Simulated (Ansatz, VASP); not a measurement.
## Two plane-wave programs on Sc2Al

INCAR

```
ALGO = Fast
EDIFF = 1E-7
ENCUT = 520
GGA = PS
ISIF = 2
ISMEAR = 0
LASPH = True
LCHARG = True
LELF = True
LREAL = False
LVHAR = True
LWAVE = False
NBANDS = 34
NELM = 80
PREC = Accurate
SIGMA = 0.15
```

File KPOINTS:

```
k-points
0
Gamma
  12 12 8
```

POSCAR

```
Sc2Al
1.0
    4.8508989722      0.0000000000      0.0000000000
   -2.4254494861      4.2010017412      0.0000000000
    0.0000000000      0.0000000000      5.7811787542
Sc Al
4 2
Direct
    0.0000000000      0.0000000000      0.0000000000
    0.0000000000      0.0000000000      0.5000000000
    0.3333333333      0.6666666667      0.7500000000
    0.6666666667      0.3333333333      0.2500000000
    0.3333333333      0.6666666667      0.2500000000
    0.6666666667      0.3333333333      0.7500000000
```

Input for Ansatz:

```yaml
crystal:
  lattice:
    - [4.8508989722, 0.0, 0.0]
    - [-2.4254494861, 4.2010017412, 0.0]
    - [0.0, 0.0, 5.7811787542]
  atoms:
    - { symbol: Sc, position: [0.0, 0.0, 0.0] }
    - { symbol: Sc, position: [0.0, 0.0, 0.5] }
    - { symbol: Sc, position: [0.3333333333, 0.6666666667, 0.75] }
    - { symbol: Sc, position: [0.6666666667, 0.3333333333, 0.25] }
    - { symbol: Al, position: [0.3333333333, 0.6666666667, 0.25] }
    - { symbol: Al, position: [0.6666666667, 0.3333333333, 0.75] }
basis:
  ecutwfc: 420
kpoints:
  mp_grid: { grid: [12, 12, 8] }
hamiltonian:
  xc: pbesol
scf:
  occupations: { method: gaussian, width: 0.15 }
output:
  forces: true
  stress: true
  eigenvalues: true
```

Change from the starting cell: strain +0.000 along x and y, -0.050 along z, atoms carried along.

Alike in both runs: task single point; functional PBEsol; k mesh 12 × 12 × 8; occupations gaussian, width 0.15 eV; no spin polarisation.

|  | VASP | Ansatz |
| --- | --- | --- |
| version | VASP 6.6.1 | Ansatz 0.2.0 |
| potentials or method | VASP PAW PBE potentials, release 64 (Sc_sv, Al), cutoff 520 eV | scalar-relativistic, plane waves, PAW |
| valence electrons in the cell | 50 | 50 |

```csv
,VASP,Ansatz,Ansatz less VASP
gap on the k mesh at the Fermi level (eV),none,none,-
pressure (GPa),4.1,3.9,-0.13
"traceless stress, the component that is largest in VASP (GPa)",4.83,4.84,+0.011
```

VASP's potentials were made for PBE, not for PBEsol. A gap of «none» marks a metal or a gap that the smearing closes.
